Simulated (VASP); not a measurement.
Runs of VASP 6.6.1 on C. The structure is that of space group Cmcm (No. 63), or close to it. The cells are those of the table. 

```csv
cell,gap on the mesh (eV),pressure (GPa),largest force (eV/Å)
"a = 2.287, b = 2.417, c = 7.246 Å, angles 90.0, 90.0, 118.2°, 4 atoms",0.42,(a),1.50
"a = 2.401, b = 2.445, c = 7.246 Å, angles 90.0, 90.0, 119.4°, 4 atoms",0.21,10.6,0.36
"a = 2.574, b = 2.488, c = 7.246 Å, angles 90.0, 90.0, 121.1°, 4 atoms",0.32,-14.9,0.39
"a = 2.344, b = 2.431, c = 7.246 Å, angles 90.0, 90.0, 118.8°, 4 atoms",0.41,22.0,0.85
"a = 2.516, b = 2.473, c = 7.246 Å, angles 90.0, 90.0, 120.6°, 4 atoms",(d),-7.7,0.24
"a = 2.631, b = 2.503, c = 7.246 Å, angles 90.0, 90.0, 121.7°, 4 atoms",(c),-21.1,(b)
```

Alike in all rows: task single point; level PBEsol; potentials or basis VASP PAW PBE potentials, release 64 (C); no spin polarisation; k mesh 18 × 18 × 6; cutoff (eV) 520; smearing gaussian 0.15 eV.

Question: Estimate the missing entries.

Answer: (a) 35.2; (b) 0.44; (c) 0.31; (d) 0.19.

Caveats: the PAW data sets were made with another functional, which shifts forces and pressure a little; this functional lacks dispersion, which binds the layers, so the pressure and a relaxed spacing across them are unreliable.

A k mesh can miss the band edges.
